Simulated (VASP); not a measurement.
A run of VASP 6.6.1 is set up as follows.

File INCAR:

```
SYSTEM = CoSn
  PREC = Accurate
  ENCUT = 520
  EDIFF = 1E-7
  ISMEAR = 0
  SIGMA = 0.1
  LREAL = .FALSE.
  LASPH = .TRUE.
  NELM = 100
  ALGO = Normal
  ISIF = 2
  LWAVE = .FALSE.
  LCHARG = .FALSE.
  GGA = PE
  NBANDS = 44
```

The input KPOINTS:

```
Automatic mesh
0
G
  9 9 8
  0 0 0
```

Contents of POSCAR:

```
CoSn
1.0
    5.2966106598      0.0000000000      0.0000000000
   -2.6483053299      4.5869993854      0.0000000000
    0.0000000000      0.0000000000      4.2302439068
Co Sn
3 3
Direct
    0.0000000000      0.5000000000      0.0000000000
    0.5000000000      0.5000000000      0.0000000000
    0.5000000000      0.0000000000      0.0000000000
    0.6666666667      0.3333333333      0.5000000000
    0.3333333333      0.6666666667      0.5000000000
    0.0000000000      0.0000000000      0.0000000000
```

Potentials or basis: VASP PAW PBE potentials, release 64 (Co, Sn_d).

The run is started by

```sh
$ cat potpaw_PBE.64/Co/POTCAR potpaw_PBE.64/Sn_d/POTCAR > POTCAR
$ mpirun -np 1 vasp_std > vasp.out
```

(1) What does it give for the pressure?

Results:

(1) -0.1 GPa.
